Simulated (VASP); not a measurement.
# Ta (Im-3m) in VASP: notebook

Ta is run at these levels: PBE; tasks: single point.

Everything below comes from runs of VASP 6.6.1. Logs are shortened: lines on timing, memory, paths and dates and some standing lists are left out, and cuts for length are marked.

## Step 1: The cell of the first run

It takes space group Im-3m (No. 229, cubic). The conventional cell has a = 3.310 Å, b = 3.310 Å, c = 3.310 Å, α = 90.00°, β = 90.00°, γ = 90.00°. Within 3.8 Å of Ta (site symmetry m-3m) lie 14 Ta at 2.87 to 3.31 Å.

## Step 2: Single point, PBE

Input file INCAR:

```
ALGO = Fast ; EDIFF = 1E-6
ENCUT = 520 ; GGA = PE
ISIF = 2 ; ISMEAR = 0
LASPH = True ; LCHARG = True
LELF = True ; LREAL = False
LVHAR = True ; LWAVE = False
NBANDS = 12 ; NELM = 100
PREC = Accurate ; SIGMA = 0.05
```

Input file KPOINTS:

```
k-points
0
Gamma
  8 8 8
```

Input file POSCAR:

```
Ta
1.0
   -1.6550000000      1.6550000000      1.6550000000
    1.6550000000     -1.6550000000      1.6550000000
    1.6550000000      1.6550000000     -1.6550000000
Ta
1
Direct
    0.0000000000      0.0000000000      0.0000000000
```

Potentials or basis: VASP PAW PBE potentials, release 64 (Ta_pv).

Started as:

```bash
$ cat potpaw_PBE.64/Ta_pv/POTCAR > POTCAR
$ mpirun -np 1 vasp_std > vasp.out
```

OUTCAR:

```text
EDIFF = 1E-6
   ENCUT = 520
   GGA = PE
   ISIF = 2
   ISMEAR = 0
   LASPH = True
   LREAL = False
   NELM = 100
   PREC = Accurate

 ion  position               nearest neighbor table
   1  0.000  0.000  0.000-

  LATTYP: Found a body centered cubic cell.
 ALAT       =     3.3100000000

  Lattice vectors:

 A1 = (  -1.6550000000,   1.6550000000,   1.6550000000)
 A2 = (   1.6550000000,  -1.6550000000,   1.6550000000)
 A3 = (   1.6550000000,   1.6550000000,  -1.6550000000)

Analysis of symmetry for initial positions (statically):
=====================================================================
 Subroutine PRICEL returns:
 Original cell was already a primitive cell.

 Routine SETGRP: Setting up the symmetry group for a
 body centered cubic supercell.

 Subroutine GETGRP returns: Found 48 space group operations
 (whereof 48 operations were pure point group operations)
 out of a pool of 48 trial point group operations.

The static configuration has the point symmetry O_h .

Analysis of symmetry for dynamics (positions and initial velocities):
=====================================================================
 Subroutine PRICEL returns:
 Original cell was already a primitive cell.

 Routine SETGRP: Setting up the symmetry group for a
 body centered cubic supercell.

 Subroutine GETGRP returns: Found 48 space group operations
 (whereof 48 operations were pure point group operations)
 out of a pool of 48 trial point group operations.

The dynamic configuration has the point symmetry O_h .

 Subroutine INISYM returns: Found 48 space group operations
 (whereof 48 operations are pure point group operations),
 and found     1 'primitive' translations

----------------------------------------------------------------------------------------

                                     Primitive cell

  volume of cell :      18.1323

  direct lattice vectors                    reciprocal lattice vectors
    -1.655000000  1.655000000  1.655000000     0.000000000  0.302114804  0.302114804
     1.655000000 -1.655000000  1.655000000     0.302114804  0.000000000  0.302114804
     1.655000000  1.655000000 -1.655000000     0.302114804  0.302114804  0.000000000

  length of vectors
     2.866544087  2.866544087  2.866544087     0.427254853  0.427254853  0.427254853

  position of ions in fractional coordinates (direct lattice)
     0.000000000  0.000000000  0.000000000

  ion indices of the primitive-cell ions
   primitive index   ion index
                 1           1

----------------------------------------------------------------------------------------

 KPOINTS: k-points

Automatic generation of k-mesh.
 Grid dimensions read from file:
 generate k-points for:    8    8    8

 Generating k-lattice:

  Cartesian coordinates                     Fractional coordinates (reciprocal lattice)
     0.000000000  0.037764350  0.037764350     0.125000000  0.000000000  0.000000000
     0.037764350  0.000000000  0.037764350     0.000000000  0.125000000  0.000000000
     0.037764350  0.037764350  0.000000000     0.000000000  0.000000000  0.125000000

  Length of vectors
     0.053406857  0.053406857  0.053406857

  Shift w.r.t. Gamma in fractional coordinates (k-lattice)
     0.000000000  0.000000000  0.000000000

 Subroutine IBZKPT returns following result:
 ===========================================

 Found     29 irreducible k-points:

 Following reciprocal coordinates:
            Coordinates               Weight
  0.000000  0.000000  0.000000      1.000000
  0.125000  0.000000  0.000000     12.000000
  0.250000  0.000000  0.000000     12.000000
  0.375000  0.000000  0.000000     12.000000
  0.500000  0.000000  0.000000      6.000000
  0.125000  0.125000  0.000000     24.000000
[... 16 lines left out ...]
 -0.250000  0.250000  0.250000      6.000000
 -0.375000  0.375000  0.250000     24.000000
 [... further k-points ...]
   k-points           NKPTS =     29   k-points in BZ     NKDIM =     29   number of bands    NBANDS=     12
   number of dos      NEDOS =    301   number of ions     NIONS =      1
   total plane-waves  NPLWV =  13824
   dimension x,y,z NGX =    24 NGY =   24 NGZ =   24
   dimension x,y,z NGXF=    48 NGYF=   48 NGZF=   48
   ions per type =               1
   NGX,Y,Z   is equivalent  to a cutoff of  13.92, 13.92, 13.92 a.u.
   NGXF,Y,Z  is equivalent  to a cutoff of  27.84, 27.84, 27.84 a.u.
 SYSTEM =  unknown system
   PREC   = accura    normal or accurate (medium, high low for compatibility)
   ISTART =      0    job   : 0-new  1-cont  2-samecut
   ICHARG =      2    charge: 1-file 2-atom 10-const
   ISPIN  =      1    spin polarized calculation?
   LNONCOLLINEAR =      F non collinear calculations
   LSORBIT =      F    spin-orbit coupling
   LASPH  =      T    aspherical Exc in radial PAW
   ENCUT  =  520.0 eV  38.22 Ry    6.18 a.u.   5.33  5.33  5.33*2*pi/ulx,y,z
   NELM   =    100;   NELMIN=  2; NELMDL= -5     # of ELM steps
   EDIFF  = 0.1E-05   stopping-criterion for ELM
   LREAL  =      F    real-space projection
   EDIFFG = 0.1E-04   stopping-criterion for IOM
   NSW    =      0    number of steps for IOM
   IBRION =     -1    ionic relax: 0-MD 1-quasi-New 2-CG
   NFREE  =      0    steps in history (QN), initial steepest desc. (CG)
   ISIF   =      2    stress and relaxation
   ISYM   =      2    0-nonsym 1-usesym 2-fastsym
   POTIM  = 0.5000    time-step for ionic-motion
   TEBEG  =    0.0;   TEEND  =   0.0 temperature during run
   PSTRESS=    0.0 pullay stress
   NELECT =      11.0000    total number of electrons
   NUPDOWN=      -1.0000    fix difference up-down
   EMIN   =  10.00;   EMAX   =-10.00  energy-range for DOS
   EFERMI =   0.00;   METHOD = LEGACY
   ISMEAR =     0;   SIGMA  =   0.05  broadening in eV -4-tet -1-fermi 0-gaus
   EFERMI_NEDOS =   21; number of points for ismear=-14 and -15
   IALGO  =     68    algorithm
   IMIX   =      4    mixing-type and parameters
     AMIX     =   0.40;   BMIX     =  1.00
     AMIX_MAG =   1.60;   BMIX_MAG =  1.00
  volume/ion in A,a.u.               =      18.13       122.36
  Fermi-wavevector in a.u.,A,eV,Ry     =   1.385865  2.618906 26.131663  1.920623
  Thomas-Fermi vector in A             =   2.510235
   LORBIT       =      0    0 simple, 1 ext, 2 COOP (PROOUT), +10 PAW based schemes
   GGA     = PE    functional components
   LHFCALC =     F    Hartree Fock is set to
   AEXX    =    0.0000 exact exchange contribution
   IVDW    =     0    specifies the selected vdW correction
   LEPSILON=     F    determine dielectric tensor
   LRPA    =     F    only Hartree local field effects (RPA)
 non-spin polarized calculation
 RMM-DIIS sequential band-by-band and
 Gauss-broadening in eV      SIGMA  =   0.05
  energy-cutoff  :      520.00
  volume of cell :       18.13
 maximum number of plane-waves:       496
 NGX is ok and might be reduce to    24
   NGX = 11   NGY = 11   NGZ = 11

 number of electron      11.0000001 magnetization

 Free energy of the ion-electron system (eV)
  ---------------------------------------------------
  ext. energy  EPLUGINS =         0.00000000
  ---------------------------------------------------
  free energy    TOTEN  =       -11.83501780 eV

  energy without entropy =      -11.83400500  energy(sigma->0) =      -11.83451140

 E-fermi :   5.4759     XC(G=0): -12.5782

 val. band max:        5.3588131410   @ k =   0.2500   0.0000   0.0000
 cond. band min:       5.5060046650   @ k =  -0.2500   0.2500   0.1250
 fundamental gap:      0.1471915241
 Fermi energy:         5.4758777707

 k-point     1 :       0.0000    0.0000    0.0000
  band No.  band energies     occupation
      1     -27.6342      2.00000
      2     -27.6342      2.00000
      3     -27.6342      2.00000
      4      -2.4591      2.00000
      5       6.1835      0.00000
      6       6.1835      0.00000
      7       6.1835      0.00000
      8       9.4305      0.00000
      9       9.4305      0.00000
     10      20.4084      0.00000
     11      20.4084      0.00000
     12      20.4084      0.00000

 k-point     2 :       0.1250    0.0000    0.0000
  band No.  band energies     occupation
      1     -27.8156      2.00000
      2     -27.6904      2.00000
      3     -27.6352      2.00000
      4      -1.7877      2.00000
      5       5.7652      0.00000
      6       6.0037      0.00000
      7       6.8558      0.00000
      8       8.9009      0.00000
      9       9.4435      0.00000
     10      20.9324      0.00000
     11      21.5891      0.00000
     12      21.9586      0.00000

 k-point     3 :       0.2500    0.0000    0.0000
  band No.  band energies     occupation
      1     -28.2337      2.00000
      2     -27.8236      2.00000
      3     -27.6376      2.00000
      4      -0.1774      2.00000
      5       4.9055      2.00000
      6       5.3588      1.99907
      7       8.7621      0.00000
      8       8.8495      0.00000
      9       9.6152      0.00000
     10      20.1454      0.00000
     11      20.5663      0.00000
     12      22.1013      0.00000
[... 286 lines left out ...]
 k-point    23 :      -0.2500    0.2500    0.2500
  band No.  band energies     occupation
      1     -28.2559      2.00000
      2     -28.0285      2.00000
      3     -28.0285      2.00000
      4       1.7229      2.00000
      5       4.5223      2.00000
      6       6.6986      0.00000
      7       6.6986      0.00000
      8       8.6324      0.00000
      9      10.4396      0.00000
     10      19.9870      0.00000
     11      20.1959      0.00000
     12      24.7167      0.00000

 k-point    24 :      -0.3750    0.3750    0.2500
  band No.  band energies     occupation
      1     -28.4933      2.00000
      2     -28.1688      2.00000
      3     -28.0632      2.00000
      4       2.6236      2.00000
      5       3.4827      2.00000
      6       6.7094      0.00000
      7       7.3892      0.00000
      8      10.8401      0.00000
      9      10.9252      0.00000
     10      19.3380      0.00000
     11      20.1630      0.00000
     12      21.6288      0.00000

 [... further k-points ...]
[... 5 lines left out ...]
  --------------------------------------------------------------------------------------
  -------------------------------------------------------------------------------------
  Total       -0.0368950     -0.0368950     -0.0368950      0.0000000      0.0000000     -0.0000000
  in kB       -3.2600455     -3.2600455     -3.2600455      0.0000000      0.0000000     -0.0000000
  external PRESSURE =      -3.2600455 kB  Pullay stress =       0.0000000 kB

 VOLUME and BASIS-vectors are now :
 -----------------------------------------------------------------------------
  energy-cutoff  :      520.00
  volume of cell :       18.13
      direct lattice vectors                 reciprocal lattice vectors
    -1.655000000  1.655000000  1.655000000     0.000000000  0.302114804  0.302114804
     1.655000000 -1.655000000  1.655000000     0.302114804  0.000000000  0.302114804
     1.655000000  1.655000000 -1.655000000     0.302114804  0.302114804  0.000000000

 POSITION                                       TOTAL-FORCE (eV/Angst)
 -----------------------------------------------------------------------------------
      0.00000      0.00000      0.00000         0.000000      0.000000     -0.000000
 -----------------------------------------------------------------------------------
    total drift:                               -0.000000      0.000000      0.000000

  FREE ENERGIE OF THE ION-ELECTRON SYSTEM (eV)
  ---------------------------------------------------
  free  energy   TOTEN  =       -11.8350178048 eV

  energy  without entropy=      -11.8340049979  energy(sigma->0) =      -11.83451140
```

Wall time 26 s (1 thread of AMD EPYC 7R13, shared host); peak memory 0.11 GiB.

Results:

```yaml
Free_energy: -11.8350 eV
Pressure: -0.3 GPa
```

Caveat: spin-orbit coupling is left out, which moves the levels of the heavy elements.

## Step 3: Single point, PBE, non-collinear spin, zero start, spin-orbit coupling

This run uses another cell than the first one, of 18.27 Å³/atom, 1.008 times its volume.

Input file INCAR:

```
ALGO = Normal ; EDIFF = 1E-7
ENCUT = 520 ; GGA = PE
GGA_COMPAT = F ; ISIF = 2
ISMEAR = 0 ; LASPH = T
LCHARG = F ; LMAXMIX = 4
LNONCOLLINEAR = T ; LORBIT = 11
LORBMOM = T ; LREAL = F
LSORBIT = T ; LWAVE = F
MAGMOM = 0 0 0 ; NBANDS = 22
NELM = 150 ; PREC = Accurate
SIGMA = 0.05
```

Input file KPOINTS:

```
k-points
0
Gamma
  18 18 18
```

Input file POSCAR:

```
Ta
1.0
   -1.6593189898      1.6593189898      1.6593189898
    1.6593189898     -1.6593189898      1.6593189898
    1.6593189898      1.6593189898     -1.6593189898
Ta
1
Direct
    0.0000000000      0.0000000000      0.0000000000
```

Potentials or basis: VASP PAW PBE potentials, release 64 (Ta_pv).

Started as:

```bash
$ cat potpaw_PBE.64/Ta_pv/POTCAR > POTCAR
$ mpirun -np 1 vasp_ncl > vasp.out
```

Wall time 7.5 min (1 thread of AMD EPYC 7R13, shared host); peak memory 0.24 GiB.

It converged, with:

```
Free energy                                           : -12.5272 eV
Pressure                                              : -0.1 GPa
Net moment                                            : 0.00 μB per cell
Valence electrons inside the program's atomic spheres : Ta 8.92
```

Moments on the atoms (μB; x, y, z):
```
Ta  0.00 0.00 0.00
```
